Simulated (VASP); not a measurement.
Write the native input for VASP 6.6.1 that does the following.

```
Task                    : single point
Functional              : PBE
Potentials or basis     : VASP PAW PBE potentials, release 64 (I)
Cutoff                  : 520 eV
k mesh                  : 14 × 14 × 14
Occupations             : fermi-dirac, width 0.05 eV
Spin                    : no spin polarisation
Dipole correction       : no
k mesh for the DOS      : 21 × 21 × 21
Occupations for the DOS : tetrahedron
Further INCAR settings  : ALGO = Normal; EDIFF = 1e-06
```

I:

```xyz
1
Lattice="0.0000 2.5973 2.5973 2.5973 0.0000 2.5973 2.5973 2.5973 0.0000" Properties=species:S:1:pos:R:3 pbc="T T T"
I     0.0000    0.0000    0.0000
```

One way to write it, as run:

POSCAR

```
I
1.0
    0.0000000000      2.5972562822      2.5972562822
    2.5972562822      0.0000000000      2.5972562822
    2.5972562822      2.5972562822      0.0000000000
I
1
Direct
    0.0000000000      0.0000000000      0.0000000000
```

INCAR.step1

```
SYSTEM = I
ALGO = Normal
EDIFF = 1E-6
ENCUT = 520
GGA = PE
ISIF = 2
ISMEAR = -1
LASPH = .TRUE.
LCHARG = .TRUE.
LREAL = .FALSE.
LWAVE = .FALSE.
NBANDS = 10
NELM = 80
PREC = Accurate
SIGMA = 0.05
```

KPOINTS.step1

```
k-points
0
G
  14 14 14
  0 0 0
```

INCAR.step2

```
SYSTEM = I
ALGO = Normal
EDIFF = 1E-6
ENCUT = 520
GGA = PE
ICHARG = 11
ISIF = 2
ISMEAR = -5
LASPH = .TRUE.
LCHARG = .FALSE.
LORBIT = 11
LREAL = .FALSE.
LWAVE = .FALSE.
NEDOS = 2001
NELM = 80
PREC = Accurate
SIGMA = 0.05
```

KPOINTS.step2

```
k-points
0
G
  21 21 21
  0 0 0
```

Potentials or basis: VASP PAW PBE potentials, release 64 (I).

Launch:

```sh
$ cat potpaw_PBE.64/I/POTCAR > POTCAR
$ cp INCAR.step1 INCAR
$ cp KPOINTS.step1 KPOINTS
$ mpirun -np 1 vasp_std > vasp.out
$ cp INCAR.step2 INCAR
$ cp KPOINTS.step2 KPOINTS
$ mpirun -np 1 vasp_std > vasp.out
```

It gave:

- Valence electrons inside the program's atomic spheres: I 4.15

Caveat: an odd number of electrons without spin polarisation forces a metal; a magnetic or distorted state may lie lower.

Wall time 69 s on 1 thread of Intel(R) Xeon(R) Platinum 8259CL CPU @ 2.50GHz (Skylake/Cascade Lake) (shared host), peak memory 0.2 GiB.
